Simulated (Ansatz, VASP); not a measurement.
## TiSi2: VASP beside Ansatz

```
Ti Si
1.0
     1.75852   -6.67412    0.00000
     1.75852    6.67412    0.00000
     0.00000    0.00000    3.55562
Ti Si
2 4
Direct
  0.94247 0.05753 0.75000
  0.10248 0.89752 0.25000
  0.55999 0.44001 0.75000
  0.44001 0.55999 0.25000
  0.24972 0.75028 0.75000
  0.75028 0.24972 0.25000
```

Alike in both runs: task single point; functional PBEsol; k mesh 14 × 14 × 14; occupations gaussian, width 0.15 eV; no spin polarisation.

|  | VASP | Ansatz |
| --- | --- | --- |
| version | VASP 6.6.1 | Ansatz 0.2.0 |
| potentials or method | VASP PAW PBE potentials, release 64 (Ti_sv, Si), cutoff 520 eV | scalar-relativistic, plane waves, PAW |
| valence electrons in the cell | 40 | 40 |

|  | VASP | Ansatz | Ansatz less VASP |
| --- | --- | --- | --- |
| gap on the k mesh at the Fermi level (eV) | none | none | - |
| pressure (GPa) | 8.1 | 8.0 | -0.12 |
| traceless stress, the component that is largest in VASP (GPa) | 6.06 | 6.04 | -0.027 |
| rms of the force components (eV/Å) | 1.689 | 1.686 | -0.0027 |

VASP's potentials were made for PBE, not for PBEsol. Atom by atom the forces differ by 0.004 eV/Å (rms over components). A gap of «none» marks a metal or a gap that the smearing closes.
